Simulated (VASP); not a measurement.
Ir: single point with PBE

The system is Ir.

```
Ir
1.0
     0.00000    2.01092    2.01092
     2.01092    0.00000    2.01092
     2.01092    2.01092    0.00000
Ir
1
Direct
  0.00000 0.00000 0.00000
```

```json
{
  "Program": "VASP 6.6.1",
  "Task": "single point",
  "Functional": "PBE",
  "Potentials or basis": "VASP PAW PBE potentials, release 64 (Ir)",
  "Cutoff": "520 eV",
  "k mesh": "18 × 18 × 18",
  "Occupations": "fermi-dirac, width 0.05 eV",
  "Spin": "no spin polarisation"
}
```

```json
{"Pressure": "-29.5 GPa", "Band gap on the k mesh": "zero (an odd number of electrons rules out a gap without spin polarisation)"}
```

Levels at points of the mesh, in eV from the Fermi level:
```csv
k point,band 2,band 3,band 4,band 5,band 6,band 7
"(0.00, 0.00, 0.00)",-3.14,-3.14,-3.14,-0.99,-0.99,14.51
"(0.50, 0.00, 0.00)",-3.21,-3.21,-0.38,0.67,0.67,5.95
"(0.50, 0.50, 0.00)",-5.95,0.63,1.12,1.12,1.76,8.74
```

It took 45 s on 1 thread of Intel Xeon 8259CL, on a shared host, peak memory 0.17 GiB.

Caveat: the cell stands under tension; spin-orbit coupling is left out, which moves the levels of the heavy elements.
